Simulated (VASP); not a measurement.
Here is a VASP 6.6.1 calculation.

File INCAR:

```
SYSTEM = Rb2CdSe2O6
ALGO     = Normal         ! electronic algorithm
EDIFF    = 1E-8           ! SCF threshold, eV
ENCUT    = 520            ! plane-wave cutoff, eV
GGA      = PE             ! functional
ISIF     = 2              ! what is computed and relaxed
ISMEAR   = -1             ! smearing method
LASPH    = .TRUE.         ! aspherical terms in the spheres
LCHARG   = .FALSE.        ! write CHGCAR
LEFG     = .TRUE.       
LREAL    = .FALSE.        ! projectors in reciprocal space
LWAVE    = .FALSE.        ! write WAVECAR
NBANDS   = 50             ! bands
NELM     = 100            ! most SCF steps
PREC     = Accurate       ! precision mode
SIGMA    = 0.02           ! smearing width, eV
```

The input KPOINTS:

```
k-points
0
G
  4 4 4
  0 0 0
```

Contents of POSCAR:

```
Rb2CdSe2O6
1.0
    2.8751508921      1.6599691415      6.5561700000
   -2.8751508921      1.6599691415      6.5561700000
    0.0000000000     -3.3199382831      6.5561700000
Rb Cd Se O
2 1 2 6
Direct
    0.8037666667      0.8037666667      0.8037666667
    0.1962333333      0.1962333333      0.1962333333
    0.0000000000      0.0000000000      0.0000000000
    0.6269166667      0.6269166667      0.6269166667
    0.3730833333      0.3730833333      0.3730833333
    0.7444100000      0.2832100000      0.7444100000
    0.7444100000      0.7444100000      0.2832100000
    0.2832100000      0.7444100000      0.7444100000
    0.2555900000      0.7167900000      0.2555900000
    0.7167900000      0.2555900000      0.2555900000
    0.2555900000      0.2555900000      0.7167900000
```

Potentials or basis: VASP PAW PBE potentials, release 64 (Rb_sv, Cd, Se, O).

Command:

```bash
$ cat potpaw_PBE.64/Rb_sv/POTCAR potpaw_PBE.64/Cd/POTCAR potpaw_PBE.64/Se/POTCAR potpaw_PBE.64/O/POTCAR > POTCAR
$ mpirun -np 1 vasp_std > vasp.out
```

Task: What does it give for the pressure?

Result: 6.0 GPa.

Task: Estimate the band gap on the k mesh.

Result: 3.86 eV (least direct gap 4.09 eV).

Electric field gradients, principal values (V/Å²):
```csv
atom,least,middle,greatest (by size)
1 Rb,4.688,4.688,-9.375
2 Rb,4.688,4.688,-9.375
3 Cd,4.149,4.149,-8.298
4 Se,153.390,153.390,-306.781
5 Se,153.390,153.390,-306.781
6 O,-50.059,-73.670,123.730
7 O,-50.059,-73.670,123.730
8 O,-50.059,-73.670,123.730
9 O,-50.059,-73.670,123.730
10 O,-50.059,-73.670,123.730
11 O,-50.059,-73.670,123.730
```

Caveat: the cell stands under pressure; without QUAD_EFG the Cq values of the log hold for a quadrupole moment of 1 mb, not for the nuclei; forces of over 1 eV/Å act on the atoms, so gaps and moduli don't describe the material at rest. A k mesh can miss the band edges.
